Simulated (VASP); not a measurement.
# Hg (P-1) in VASP: single point with PBE

Aim: the single point of Hg with PBE.

Everything below comes from runs of VASP 6.6.1. Logs are shortened: lines on timing, memory, paths and dates and some standing lists are left out, and cuts for length are marked.

## 1. The cell of the first run

The typed cell holds 2 atoms: a = 3.413 Å, b = 5.499 Å, c = 3.469 Å, α = 90.00°, β = 119.34°, γ = 90.00°.

## 2. Single point, PBE (one atom moved)

The input, INCAR:

```
SYSTEM = Hg
  PREC = Accurate
  ENCUT = 520
  EDIFF = 1E-6
  ISMEAR = 0
  SIGMA = 0.05
  LREAL = .FALSE.
  LASPH = .TRUE.
  NELM = 60
  ALGO = Fast
  ISIF = 2
  LWAVE = .FALSE.
  LCHARG = .FALSE.
  GGA = PE
  NBANDS = 19
```

The input, KPOINTS:

```
regular mesh
0
G
  12 8 12
  0 0 0
```

The input, POSCAR:

```
Hg
1.0
    3.4133030269      0.0000000000      0.0000000000
    0.0000000000      5.4991271400      0.0000000000
   -1.6998547957      0.0000000000      3.0241256614
Hg
2
Direct
    0.6515596900      0.2500000000      0.8042281600
    0.3375162843      0.7696576652      0.0874231678
```

Potentials or basis: VASP PAW PBE potentials, release 64 (Hg).

The run is started by

```
> cat potpaw_PBE.64/Hg/POTCAR > POTCAR
> mpirun -np 1 vasp_std > vasp.out
```

OUTCAR:

```text
SYSTEM = Hg
   PREC = Accurate
   ENCUT = 520
   EDIFF = 1E-6
   ISMEAR = 0
   LREAL = .FALSE.
   LASPH = .TRUE.
   NELM = 60
   ISIF = 2
   GGA = PE

 ion  position               nearest neighbor table
   1  0.652  0.250  0.804-   2 3.18   2 3.34   2 3.36   2 3.42   2 3.52   2 3.59
   2  0.338  0.770  0.087-   1 3.18   1 3.34   1 3.36   1 3.42   1 3.52   1 3.59

  LATTYP: Found a simple monoclinic cell.
 ALAT       =     3.4133030269
 B/A-ratio  =     1.6110867089
 C/A-ratio  =     1.0163548333
 COS(beta)  =    -0.4899949704

  Lattice vectors:

 A1 = (   3.4133030269,   0.0000000000,   0.0000000000)
 A2 = (   0.0000000000,   5.4991271400,   0.0000000000)
 A3 = (  -1.6998547957,   0.0000000000,   3.0241256614)

Analysis of symmetry for initial positions (statically):
=====================================================================
 Subroutine PRICEL returns:
 Original cell was already a primitive cell.

 Routine SETGRP: Setting up the symmetry group for a
 simple monoclinic supercell.

 Subroutine GETGRP returns: Found  2 space group operations
 (whereof  1 operations were pure point group operations)
 out of a pool of  4 trial point group operations.

The static configuration has the point symmetry C_1 .
 The point group associated with its full space group is S_2 .

Analysis of symmetry for dynamics (positions and initial velocities):
=====================================================================
 Subroutine PRICEL returns:
 Original cell was already a primitive cell.

 Routine SETGRP: Setting up the symmetry group for a
 simple monoclinic supercell.

 Subroutine GETGRP returns: Found  2 space group operations
 (whereof  1 operations were pure point group operations)
 out of a pool of  4 trial point group operations.

The dynamic configuration has the point symmetry C_1 .
 The point group associated with its full space group is S_2 .

 Subroutine INISYM returns: Found  2 space group operations
 (whereof  1 operations are pure point group operations),
 and found     1 'primitive' translations

----------------------------------------------------------------------------------------

                                     Primitive cell

  volume of cell :      56.7634

  direct lattice vectors                    reciprocal lattice vectors
     3.413303027  0.000000000  0.000000000     0.292971351  0.000000000  0.164678592
     0.000000000  5.499127140  0.000000000     0.000000000  0.181847041  0.000000000
    -1.699854796  0.000000000  3.024125661     0.000000000  0.000000000  0.330674090

  length of vectors
[... 77 lines left out ...]
   LNONCOLLINEAR =      F non collinear calculations
   LSORBIT =      F    spin-orbit coupling
   LASPH  =      T    aspherical Exc in radial PAW
   ENCUT  =  520.0 eV  38.22 Ry    6.18 a.u.   6.35 10.22  6.45*2*pi/ulx,y,z
   NELM   =     60;   NELMIN=  2; NELMDL= -5     # of ELM steps
   EDIFF  = 0.1E-05   stopping-criterion for ELM
   LREAL  =      F    real-space projection
   EDIFFG = 0.1E-04   stopping-criterion for IOM
   NSW    =      0    number of steps for IOM
   IBRION =     -1    ionic relax: 0-MD 1-quasi-New 2-CG
   NFREE  =      0    steps in history (QN), initial steepest desc. (CG)
   ISIF   =      2    stress and relaxation
   ISYM   =      2    0-nonsym 1-usesym 2-fastsym
   POTIM  = 0.5000    time-step for ionic-motion
   TEBEG  =    0.0;   TEEND  =   0.0 temperature during run
   PSTRESS=    0.0 pullay stress
   NELECT =      24.0000    total number of electrons
   NUPDOWN=      -1.0000    fix difference up-down
   EMIN   =  10.00;   EMAX   =-10.00  energy-range for DOS
   EFERMI =   0.00;   METHOD = LEGACY
   ISMEAR =     0;   SIGMA  =   0.05  broadening in eV -4-tet -1-fermi 0-gaus
   EFERMI_NEDOS =   21; number of points for ismear=-14 and -15
   IALGO  =     68    algorithm
   IMIX   =      4    mixing-type and parameters
     AMIX     =   0.40;   BMIX     =  1.00
     AMIX_MAG =   1.60;   BMIX_MAG =  1.00
  volume/ion in A,a.u.               =      28.38       191.53
  Fermi-wavevector in a.u.,A,eV,Ry     =   1.228728  2.321959 20.541703  1.509773
  Thomas-Fermi vector in A             =   2.363642
   LORBIT       =      0    0 simple, 1 ext, 2 COOP (PROOUT), +10 PAW based schemes
   GGA     = PE    functional components
   LHFCALC =     F    Hartree Fock is set to
   AEXX    =    0.0000 exact exchange contribution
   IVDW    =     0    specifies the selected vdW correction
   LEPSILON=     F    determine dielectric tensor
   LRPA    =     F    only Hartree local field effects (RPA)
 non-spin polarized calculation
 RMM-DIIS sequential band-by-band and
 Gauss-broadening in eV      SIGMA  =   0.05
  energy-cutoff  :      520.00
  volume of cell :       56.76
 maximum number of plane-waves:      1560
 NGX is ok and might be reduce to    28
   NGX = 13   NGY = 21   NGZ = 13

 number of electron      24.0000000 magnetization

 Free energy of the ion-electron system (eV)
  ---------------------------------------------------
  ext. energy  EPLUGINS =         0.00000000
  ---------------------------------------------------
  free energy    TOTEN  =        -0.34251790 eV

  energy without entropy =       -0.34220159  energy(sigma->0) =       -0.34235974

 E-fermi :   1.0160     XC(G=0):  -9.8479

 val. band max:        0.9678819359   @ k =   0.2500   0.0000   0.5000
 cond. band min:       1.0165986623   @ k =   0.1667   0.0000   0.2500
 fundamental gap:      0.0487167264
 Fermi energy:         1.0160027752

 k-point     1 :       0.0000    0.0000    0.0000
  band No.  band energies     occupation
      1      -6.2585      2.00000
      2      -5.6693      2.00000
      3      -5.0777      2.00000
      4      -5.0347      2.00000
      5      -4.9740      2.00000
      6      -4.9684      2.00000
[... 505 lines left out ...]
      6      -4.9527      2.00000
[... 11 lines left out ...]
     18      12.9215      0.00000
     19      13.6852      0.00000

 [... further k-points ...]
[... 5 lines left out ...]
  --------------------------------------------------------------------------------------
  -------------------------------------------------------------------------------------
  Total        0.4939356      0.4293920      0.2852788      0.0558281     -0.0462098     -0.0764309
  in kB       13.9415943     12.1198180      8.0521450      1.5757769     -1.3042966     -2.1573018
  external PRESSURE =      11.3711858 kB  Pullay stress =       0.0000000 kB

 VOLUME and BASIS-vectors are now :
 -----------------------------------------------------------------------------
  energy-cutoff  :      520.00
  volume of cell :       56.76
      direct lattice vectors                 reciprocal lattice vectors
     3.413303027  0.000000000  0.000000000     0.292971351  0.000000000  0.164678592
     0.000000000  5.499127140  0.000000000     0.000000000  0.181847041  0.000000000
    -1.699854796  0.000000000  3.024125661     0.000000000  0.000000000  0.330674090

 POSITION                                       TOTAL-FORCE (eV/Angst)
 -----------------------------------------------------------------------------------
      0.85690      1.37478      2.43209         0.024808      0.175920     -0.026807
      1.00344      4.23245      0.26438        -0.024808     -0.175920      0.026807
 -----------------------------------------------------------------------------------
    total drift:                               -0.000003      0.000014      0.000001

  FREE ENERGIE OF THE ION-ELECTRON SYSTEM (eV)
  ---------------------------------------------------
  free  energy   TOTEN  =        -0.3425179012 eV

  energy  without entropy=       -0.3422015878  energy(sigma->0) =       -0.34235974
```

OSZICAR:

```text
N       E                     dE             d eps       ncg     rms          rms(c)
DAV:   1     0.173711744019E+03    0.17371E+03   -0.12180E+04 22056   0.119E+03
DAV:   2     0.397971796602E+01   -0.16973E+03   -0.16142E+03 23094   0.305E+02
DAV:   3    -0.364255406802E+00   -0.43440E+01   -0.43312E+01 24941   0.530E+01
DAV:   4    -0.371638739598E+00   -0.73833E-02   -0.73826E-02 23725   0.221E+00
DAV:   5    -0.371652251788E+00   -0.13512E-04   -0.13512E-04 24195   0.882E-02    0.289E+00
RMM:   6    -0.343568483842E+00    0.28084E-01   -0.66880E-02 22138   0.211E+00    0.228E+00
RMM:   7    -0.342333713475E+00    0.12348E-02   -0.13663E-02 22903   0.772E-01    0.920E-01
RMM:   8    -0.342468265602E+00   -0.13455E-03   -0.17928E-03 23209   0.504E-01    0.518E-02
RMM:   9    -0.342504893290E+00   -0.36628E-04   -0.15132E-04 24047   0.101E-01    0.344E-02
RMM:  10    -0.342518172653E+00   -0.13279E-04   -0.40234E-05 23594   0.717E-02    0.746E-03
RMM:  11    -0.342517901207E+00    0.27145E-06   -0.21220E-06 16410   0.126E-02
   1 F= -.34251790E+00 E0= -.34235974E+00  d E =-.316313E-03
```

Wall time 4.3 min (1 thread of AMD EPYC 9R45 (Zen 5), shared host); peak memory 0.55 GiB.

What came out:

- Free energy: -0.3425 eV
- Pressure: 1.1 GPa
- Largest force: 0.180 eV/Å
- Band gap on the k mesh: zero (bands 12 and 13 overlap by 0.48 eV)

Forces on the atoms (eV/Å):
```
Hg   0.025  0.176 -0.027
Hg  -0.025 -0.176  0.027
```

Stress tensor (GPa, compression positive):
```
 1.39  0.16 -0.22
 0.16  1.21 -0.13
-0.22 -0.13  0.81
```

Levels at points of the mesh, in eV from the Fermi level:
| k point | band 8 | band 9 | band 10 | band 11 | band 12 | band 13 | band 14 | band 15 | band 16 | band 17 |
| --- | --- | --- | --- | --- | --- | --- | --- | --- | --- | --- |
| (0.00, 0.00, 0.00) | -5.83 | -5.71 | -5.44 | -5.22 | -1.27 | -0.32 | 10.99 | 11.40 | 12.39 | 12.87 |
| (0.50, 0.00, 0.00) | -5.30 | -5.27 | -5.23 | -2.17 | -1.49 | 2.56 | 3.40 | 4.20 | 6.64 | 7.13 |
| (0.00, 0.50, 0.00) | -5.50 | -5.48 | -5.47 | -5.43 | -5.20 | 6.30 | 6.90 | 11.76 | 11.86 | 12.25 |
| (0.50, 0.50, 0.00) | -5.29 | -5.27 | -5.25 | -1.22 | -0.94 | 0.29 | 0.62 | 8.12 | 8.47 | 9.33 |
| (0.00, 0.00, 0.50) | -5.30 | -5.27 | -5.20 | -2.39 | -1.50 | 2.39 | 3.33 | 3.83 | 7.02 | 7.26 |
| (0.50, 0.00, 0.50) | -5.33 | -5.27 | -5.21 | -2.00 | -1.76 | 2.79 | 3.36 | 4.88 | 6.38 | 6.50 |
| (0.00, 0.50, 0.50) | -5.35 | -5.28 | -5.25 | -1.50 | -1.20 | 0.30 | 0.64 | 8.56 | 8.94 | 9.27 |
| (0.50, 0.50, 0.50) | -5.25 | -5.23 | -5.22 | -0.94 | -0.75 | 0.08 | 0.32 | 8.14 | 8.58 | 9.34 |

Caveat: the cell differs from its parent crystal (one atom moved); spin-orbit coupling is left out, which moves the levels of the heavy elements.
